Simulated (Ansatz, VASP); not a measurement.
## LaPb2: VASP beside Ansatz

```
CELL_PARAMETERS angstrom
0.00000 3.60855 0.00000
3.60855 0.00000 0.00000
1.80428 1.80428 -6.42676
ATOMIC_POSITIONS crystal
La 0.00000 0.00000 0.00000
Pb 0.36500 0.36500 0.27000
Pb 0.63500 0.63500 0.73000
```

Alike in both runs: task single point; functional PBE; k mesh 5 × 5 × 5; occupations fermi-dirac, width 0.0145 eV; no spin polarisation.

|  | VASP | Ansatz |
| --- | --- | --- |
| version | VASP 6.6.1 | Ansatz 0.2.0 |
| potentials or method | VASP PAW PBE potentials, release 64 (La, Pb_d), cutoff 520 eV | PAW plane waves |
| valence electrons in the cell | 39 | 39 |

VASP gave:

```
gap on the k mesh at the Fermi level (eV)                     : none
pressure (GPa)                                                : 17.5
traceless stress, the component that is largest in VASP (GPa) : -0.80
rms of the force components (eV/Å)                            : 1.224
```

Question: What did Ansatz give for the same quantities?

Answer: gap on the k mesh at the Fermi level (eV): none; pressure (GPa): 17.6; traceless stress, the component that is largest in VASP (GPa): -0.78; rms of the force components (eV/Å): 1.227.

Atom by atom the forces differ by 0.003 eV/Å (rms over components). A gap of «none» marks a metal or a gap that the smearing closes. With one functional, cell and mesh, what is left measures potentials, basis and numerics.

The k mesh is coarse, so the values compare programs but aren't converged. Spin-orbit coupling is off throughout.
